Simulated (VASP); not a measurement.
Write the native input for VASP 6.6.1 that does the following.

| Item | Value |
| --- | --- |
| Task | single point |
| Functional | PBE |
| Potentials or basis | VASP PAW PBE potentials, release 64 (Zn, Cd, Se) |
| Cutoff | 520 eV |
| k mesh | 4 × 4 × 1 |
| Occupations | gaussian, width 0.1 eV |
| Spin | no spin polarisation |
| Dipole correction | no |
| Further INCAR settings | ALGO = Normal; EDIFF = 1e-07; NBANDS = 66 |

The structure of ZnCd5Se6 lies in POSCAR:

```
ZnCd5Se6
1.0
    4.3154489000      0.0000000000      0.0000000000
    0.0000000000      4.3154489000      0.0000000000
    0.0000000000      0.0000000000     18.4443234000
Zn Cd Se
1 5 6
Direct
    0.0000000000      0.0000000000      0.0000000000
    0.0000000000      0.0000000000      0.6713480000
    0.5000000000      0.5000000000      0.8426820000
    0.5000000000      0.5000000000      0.1573180000
    0.0000000000      0.0000000000      0.3286520000
    0.5000000000      0.5000000000      0.5000000000
    0.5000000000      0.0000000000      0.7570150000
    0.0000000000      0.5000000000      0.9286960000
    0.5000000000      0.0000000000      0.0713040000
    0.0000000000      0.5000000000      0.2429850000
    0.5000000000      0.0000000000      0.4143260000
    0.0000000000      0.5000000000      0.5856740000
```

These files were run (other wordings do the same):

INCAR

```
SYSTEM = ZnCd5Se6
  PREC = Accurate
  ENCUT = 520
  EDIFF = 1E-7
  ISMEAR = 0
  SIGMA = 0.1
  LREAL = .FALSE.
  LASPH = .TRUE.
  NELM = 60
  ALGO = Normal
  ISIF = 2
  LWAVE = .FALSE.
  LCHARG = .FALSE.
  GGA = PE
  NBANDS = 66
```

KPOINTS

```
regular mesh
0
G
  4 4 1
  0 0 0
```

Potentials or basis: VASP PAW PBE potentials, release 64 (Zn, Cd, Se).

Run with:

```console
$ cat potpaw_PBE.64/Zn/POTCAR potpaw_PBE.64/Cd/POTCAR potpaw_PBE.64/Se/POTCAR > POTCAR
$ mpirun -np 1 vasp_std > vasp.out
```

It gave:

| Item | Value |
| --- | --- |
| Pressure | 0.3 GPa |
| Largest force | 0.025 eV/Å |
| Band gap on the k mesh | 0.54 eV |

Caveat: semilocal functionals underestimate gaps, and a narrow one can read as zero.

Run time: 5 min on 1 thread of Intel Xeon 8259CL, on a shared host, peak memory 0.41 GiB.
